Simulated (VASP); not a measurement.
# TlCl (Pm-3m) in VASP: notebook, part 2 of 2

VASP 6.6.1. The steps go on from the part before.

**3. Electric field gradients, PBE**

This run uses another cell than the first one: it holds 2 atoms, not 16.

Input file INCAR:

```
SYSTEM = TlCl
  ALGO = Normal
  EDIFF = 1E-8
  ENCUT = 400
  GGA = PE
  GGA_COMPAT = .FALSE.
  ISIF = 2
  ISMEAR = -1
  LASPH = .TRUE.
  LCHARG = .FALSE.
  LEFG = .TRUE.
  LREAL = .FALSE.
  LWAVE = .FALSE.
  NBANDS = 17
  NELM = 120
  PREC = Accurate
  SIGMA = 0.02
```

Input file KPOINTS:

```
k-points
0
G
  7 7 7
  0 0 0
```

Input file POSCAR:

```
TlCl
1.0
    3.8340000000      0.0000000000      0.0000000000
    0.0000000000      3.8340000000      0.0000000000
    0.0000000000      0.0000000000      3.8340000000
Tl Cl
1 1
Direct
    0.0000000000      0.0000000000      0.0000000000
    0.5000000000      0.5000000000      0.5000000000
```

Potentials or basis: VASP PAW PBE potentials, release 64 (Tl_d, Cl).

On the command line:

```
$ cat potpaw_PBE.64/Tl_d/POTCAR potpaw_PBE.64/Cl/POTCAR > POTCAR
$ mpirun -np 1 vasp_std > vasp.out
```

OUTCAR:

```text
SYSTEM = TlCl
   EDIFF = 1E-8
   ENCUT = 400
   GGA = PE
   ISIF = 2
   ISMEAR = -1
   LASPH = .TRUE.
   LREAL = .FALSE.
   NELM = 120
   PREC = Accurate

 ion  position               nearest neighbor table
   1  0.000  0.000  0.000-   2 3.32   2 3.32   2 3.32   2 3.32   2 3.32   2 3.32   2 3.32   2 3.32

   2  0.500  0.500  0.500-   1 3.32   1 3.32   1 3.32   1 3.32   1 3.32   1 3.32   1 3.32   1 3.32

  LATTYP: Found a simple cubic cell.
 ALAT       =     3.8340000000

  Lattice vectors:

 A1 = (   3.8340000000,   0.0000000000,   0.0000000000)
 A2 = (   0.0000000000,   3.8340000000,   0.0000000000)
 A3 = (   0.0000000000,   0.0000000000,   3.8340000000)

Analysis of symmetry for initial positions (statically):
=====================================================================
 Subroutine PRICEL returns:
 Original cell was already a primitive cell.

 Routine SETGRP: Setting up the symmetry group for a
 simple cubic supercell.

 Subroutine GETGRP returns: Found 48 space group operations
 (whereof 48 operations were pure point group operations)
 out of a pool of 48 trial point group operations.

The static configuration has the point symmetry O_h .

Analysis of symmetry for dynamics (positions and initial velocities):
=====================================================================
 Subroutine PRICEL returns:
 Original cell was already a primitive cell.

 Routine SETGRP: Setting up the symmetry group for a
 simple cubic supercell.

 Subroutine GETGRP returns: Found 48 space group operations
 (whereof 48 operations were pure point group operations)
 out of a pool of 48 trial point group operations.

The dynamic configuration has the point symmetry O_h .

 Subroutine INISYM returns: Found 48 space group operations
 (whereof 48 operations are pure point group operations),
 and found     1 'primitive' translations

----------------------------------------------------------------------------------------

                                     Primitive cell

  volume of cell :      56.3581

  direct lattice vectors                    reciprocal lattice vectors
     3.834000000  0.000000000  0.000000000     0.260824204  0.000000000  0.000000000
     0.000000000  3.834000000  0.000000000     0.000000000  0.260824204  0.000000000
     0.000000000  0.000000000  3.834000000     0.000000000  0.000000000  0.260824204

  length of vectors
     3.834000000  3.834000000  3.834000000     0.260824204  0.260824204  0.260824204

  position of ions in fractional coordinates (direct lattice)
     0.000000000  0.000000000  0.000000000
     0.500000000  0.500000000  0.500000000

  ion indices of the primitive-cell ions
   primitive index   ion index
                 1           1
                 2           2

----------------------------------------------------------------------------------------

 KPOINTS: k-points

Automatic generation of k-mesh.
 Grid dimensions read from file:
 generate k-points for:    7    7    7

 Generating k-lattice:

[... 64 lines left out ...]
   POTIM  = 0.5000    time-step for ionic-motion
   TEBEG  =    0.0;   TEEND  =   0.0 temperature during run
   PSTRESS=    0.0 pullay stress
   NELECT =      20.0000    total number of electrons
   NUPDOWN=      -1.0000    fix difference up-down
   EMIN   =  10.00;   EMAX   =-10.00  energy-range for DOS
   EFERMI =   0.00;   METHOD = LEGACY
   ISMEAR =    -1;   SIGMA  =   0.02  broadening in eV -4-tet -1-fermi 0-gaus
   EFERMI_NEDOS =   21; number of points for ismear=-14 and -15
   IALGO  =     38    algorithm
   IMIX   =      4    mixing-type and parameters
     AMIX     =   0.40;   BMIX     =  1.00
     AMIX_MAG =   1.60;   BMIX_MAG =  1.00
  volume/ion in A,a.u.               =      28.18       190.16
  Fermi-wavevector in a.u.,A,eV,Ry     =   1.159043  2.190273 18.277790  1.343380
  Thomas-Fermi vector in A             =   2.295639
   LORBIT       =      0    0 simple, 1 ext, 2 COOP (PROOUT), +10 PAW based schemes
   GGA     = PE    functional components
   LHFCALC =     F    Hartree Fock is set to
   AEXX    =    0.0000 exact exchange contribution
   IVDW    =     0    specifies the selected vdW correction
   LEPSILON=     F    determine dielectric tensor
   LRPA    =     F    only Hartree local field effects (RPA)
 non-spin polarized calculation
  energy-cutoff  :      400.00
  volume of cell :       56.36
 maximum number of plane-waves:      1032
 NGX is ok and might be reduce to    28

 number of electron      19.9999993 magnetization

 Free energy of the ion-electron system (eV)
  ---------------------------------------------------
  ext. energy  EPLUGINS =         0.00000000
  ---------------------------------------------------
  free energy    TOTEN  =        -6.00474326 eV

  energy without entropy =       -6.00474326  energy(sigma->0) =       -6.00474326

 E-fermi :   3.0446     XC(G=0):  -9.1384

 val. band max:        2.5458023424   @ k =   0.4286   0.0000   0.0000
 cond. band min:       5.0874192820   @ k =   0.4286   0.0000   0.0000
 fundamental gap:      2.5416169395
 Fermi energy:         3.0445951919

 k-point     1 :       0.0000    0.0000    0.0000
  band No.  band energies     occupation
      1     -11.0653      2.00000
      2      -7.2189      2.00000
      3      -7.2189      2.00000
      4      -6.9739      2.00000
      5      -6.9739      2.00000
      6      -6.9739      2.00000
[... 377 lines left out ...]
      4      -7.1199      2.00000
      5      -6.9203      2.00000
      6      -6.9203      2.00000
[... 9 lines left out ...]
     16      15.2152      0.00000
     17      19.8735      0.00000

------------------------ aborting loop because EDIFF is reached ----------------------------------------

  FORCE on cell =-STRESS in cart. coord.  units (eV):
  Direction    XX          YY          ZZ          XY          YZ          ZX
  --------------------------------------------------------------------------------------
  -------------------------------------------------------------------------------------
  Total        0.4174052      0.4174052      0.4174052      0.0000000      0.0000000      0.0000000
  in kB       11.8662115     11.8662115     11.8662115      0.0000000      0.0000000      0.0000000
  external PRESSURE =      11.8662115 kB  Pullay stress =       0.0000000 kB

 VOLUME and BASIS-vectors are now :
 -----------------------------------------------------------------------------
  energy-cutoff  :      400.00
  volume of cell :       56.36
      direct lattice vectors                 reciprocal lattice vectors
     3.834000000  0.000000000  0.000000000     0.260824204  0.000000000  0.000000000
     0.000000000  3.834000000  0.000000000     0.000000000  0.260824204  0.000000000
     0.000000000  0.000000000  3.834000000     0.000000000  0.000000000  0.260824204

 POSITION                                       TOTAL-FORCE (eV/Angst)
 -----------------------------------------------------------------------------------
      0.00000      0.00000      0.00000         0.000000      0.000000      0.000000
      1.91700      1.91700      1.91700         0.000000      0.000000      0.000000
 -----------------------------------------------------------------------------------
    total drift:                               -0.000000      0.000000      0.000000

  FREE ENERGIE OF THE ION-ELECTRON SYSTEM (eV)
  ---------------------------------------------------
  free  energy   TOTEN  =        -6.0047432584 eV

  energy  without entropy=       -6.0047432584  energy(sigma->0) =       -6.00474326

 Electric field gradients (V/A^2)
---------------------------------------------------------------------
 ion       V_xx      V_yy      V_zz      V_xy      V_xz      V_yz
---------------------------------------------------------------------
   1       0.000     0.000    -0.000     0.000    -0.000     0.000
   2       0.000     0.000    -0.000     0.000     0.000     0.000
---------------------------------------------------------------------

 Electric field gradients after diagonalization (V/A^2)
 (convention: |V_zz| > |V_xx| > |V_yy|)
----------------------------------------------------------------------
 ion       V_xx      V_yy      V_zz     asymmetry (V_yy - V_xx)/ V_zz
----------------------------------------------------------------------
   1       0.000    -0.000     0.000      -1.235
   2       0.000     0.000    -0.000       0.282
----------------------------------------------------------------------

           NMR quadrupolar parameters

 Cq : quadrupolar parameter    Cq=e*Q*V_zz/h
 eta: asymmetry parameters     (V_yy - V_xx)/ V_zz
 Q  : nuclear electric quadrupole moment in mb (millibarn)
----------------------------------------------------------------------
 ion       Cq(MHz)       eta       Q (mb)
----------------------------------------------------------------------
   1       0.000      -1.235       1.000
   2      -0.000       0.282       1.000
----------------------------------------------------------------------
```

OSZICAR:

```text
N       E                     dE             d eps       ncg     rms          rms(c)
DAV:   1     0.759375850045E+02    0.75938E+02   -0.89125E+03   752   0.837E+02
DAV:   2    -0.371871033416E+01   -0.79656E+02   -0.76599E+02   862   0.196E+02
DAV:   3    -0.639460508596E+01   -0.26759E+01   -0.26693E+01   776   0.318E+01
DAV:   4    -0.641273966980E+01   -0.18135E-01   -0.18133E-01   915   0.313E+00
DAV:   5    -0.641295976818E+01   -0.22010E-03   -0.22009E-03   850   0.322E-01    0.321E+00
DAV:   6    -0.603237133230E+01    0.38059E+00   -0.66394E-01   749   0.426E+00    0.205E+00
DAV:   7    -0.600595583317E+01    0.26415E-01   -0.13766E-01   815   0.171E+00    0.128E+00
DAV:   8    -0.600528938000E+01    0.66645E-03   -0.22869E-02   764   0.986E-01    0.310E-01
DAV:   9    -0.600456466610E+01    0.72471E-03   -0.22095E-03   799   0.244E-01    0.127E-01
DAV:  10    -0.600475930573E+01   -0.19464E-03   -0.69725E-04   731   0.126E-01    0.645E-02
DAV:  11    -0.600474353752E+01    0.15768E-04   -0.48438E-05   882   0.420E-02    0.184E-02
DAV:  12    -0.600474335109E+01    0.18643E-06   -0.43084E-06   756   0.129E-02    0.529E-03
DAV:  13    -0.600474338690E+01   -0.35814E-07   -0.79089E-07   742   0.485E-03    0.204E-03
DAV:  14    -0.600474325165E+01    0.13525E-06   -0.12536E-07   860   0.205E-03    0.419E-04
DAV:  15    -0.600474325841E+01   -0.67582E-08   -0.10557E-08   730   0.602E-04
   1 F= -.60047433E+01 E0= -.60047433E+01  d E =-.267925E-12
```

stdout:

```text
POSCAR found type information on POSCAR TlCl
 POSCAR found :  2 types and       2 ions
 scaLAPACK will be used
 LDA part: xc-table for (Slater+PW92), standard interpolation
 POSCAR, INCAR and KPOINTS ok, starting setup
 FFT: planning ... GRIDC
 FFT: planning ... GRID_SOFT
 FFT: planning ... GRID
 WAVECAR not read
 entering main loop
ion   1

ion   2
```

Run time: 12 s. Hardware: 1 thread of Intel Xeon Platinum 8488C (Sapphire Rapids), shared host; peak memory 0.15 GiB.

Results:

```yaml
Free_energy: -6.0047 eV
Pressure: 1.2 GPa
Band_gap_on_the_k_mesh: 2.54 eV, direct
```

Levels at points of the mesh, in eV from the valence-band top:
| k point | band 8 | band 9 | band 10 | band 11 | band 12 | band 13 |
| --- | --- | --- | --- | --- | --- | --- |
| (0.00, 0.00, 0.00) | -1.36 | -1.36 | -1.36 | 7.99 | 7.99 | 7.99 |

Caveat: without QUAD_EFG the Cq values of the log hold for a quadrupole moment of 1 mb, not for the nuclei; spin-orbit coupling is left out, which moves the levels of the heavy elements. A k mesh can miss the band edges.
